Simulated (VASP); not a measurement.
Here is a VASP 6.6.1 calculation.

File INCAR:

```
SYSTEM = HgTe
  PREC = Accurate
  ENCUT = 520
  EDIFF = 1E-7
  ISMEAR = 0
  SIGMA = 0.1
  LREAL = .FALSE.
  LASPH = .TRUE.
  NELM = 80
  ALGO = Normal
  ISIF = 2
  LWAVE = .FALSE.
  LCHARG = .FALSE.
  GGA = PE
  NBANDS = 16
```

Contents of KPOINTS:

```
regular mesh
0
G
  12 12 12
  0 0 0
```

Contents of POSCAR:

```
HgTe
1.0
    0.0000000000      3.4337846295      3.4337846295
    3.4337846295      0.0000000000      3.4337846295
    3.4337846295      3.4337846295      0.0000000000
Hg Te
1 1
Direct
    0.0000000000      0.0000000000      0.0000000000
    0.2500000000      0.2500000000      0.2500000000
```

Potentials or basis: VASP PAW PBE potentials, release 64 (Hg, Te).

Command:

```bash
$ cat potpaw_PBE.64/Hg/POTCAR potpaw_PBE.64/Te/POTCAR > POTCAR
$ mpirun -np 1 vasp_std > vasp.out
```

(1) What does it give for the band gap on the k mesh?

(2) What does it give for the pressure?

## Answers

(1) zero (filled and empty bands touch).

(2) -2.5 GPa.

Caveat: spin-orbit coupling is left out, which moves the levels of the heavy elements.
